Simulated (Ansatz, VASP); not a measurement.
One calculation of SrCd, two programs

File INCAR:

```
  ALGO = Normal
  EDIFF = 1E-8
  ENCUT = 520
  GGA = CA
  ISIF = 2
  ISMEAR = -1
  LASPH = T
  LCHARG = F
  LEFG = T
  LREAL = F
  LWAVE = F
  NBANDS = 18
  NELM = 60
  PREC = Accurate
  SIGMA = 0.08
```

The input KPOINTS:

```
k-points
0
Gamma
  10 10 10
```

File POSCAR:

```
SrCd
1.0
    4.0030000000     -0.0400300000     -0.0400300000
   -0.0400300000      4.0030000000     -0.0400300000
   -0.0400300000     -0.0400300000      4.0030000000
Sr Cd
1 1
Direct
    0.5000000000      0.5000000000      0.5000000000
    0.0000000000      0.0000000000      0.0000000000
```

Input for Ansatz:

```yaml
crystal:
  lattice:
    - [4.003, -0.04003, -0.04003]
    - [-0.04003, 4.003, -0.04003]
    - [-0.04003, -0.04003, 4.003]
  atoms:
    - { symbol: Sr, position: [0.5, 0.5, 0.5] }
    - { symbol: Cd, position: [0.0, 0.0, 0.0] }
kpoints:
  mp_grid: { grid: [10, 10, 10] }
scf:
  occupations: { method: fermi_dirac, width: 0.08 }
hamiltonian:
  xc: lda
  pseudopotentials: { kind: paw }
output:
  forces: true
  stress: true
  eigenvalues: true
  efg: { contact_densities: true }
```

Change from the starting cell: equal xy, yz and zx shear strains of -2 %, PAW files.

Alike in both runs: task electric field gradients; functional LDA; k mesh 10 × 10 × 10; occupations fermi-dirac, width 0.08 eV; no spin polarisation.

```csv
,VASP,Ansatz
version,VASP 6.6.1,Ansatz 0.2.0
potentials or method,"VASP PAW LDA potentials, release 64 (Sr_sv, Cd)","PAW with Ansatz's default frozen-core files, scalar-relativistic"
plane-wave cutoff (eV),520,420
valence electrons in the cell,22,30
```

```csv
,VASP,Ansatz,Ansatz less VASP
pressure (GPa),-1.9,-2.0,-0.09
"traceless stress, the component that is largest in VASP (GPa)",0.43,0.42,-0.008
size of Vzz on the site where it differs most (V/Å²),7.4,10.4,+2.97
```

LDA's correlation is that of Perdew and Zunger in VASP and of Perdew and Wang (1992) in Ansatz. VASP's potentials hold 22 valence electrons a cell and Ansatz's 30, so a difference there can come from the potentials and not from the codes.
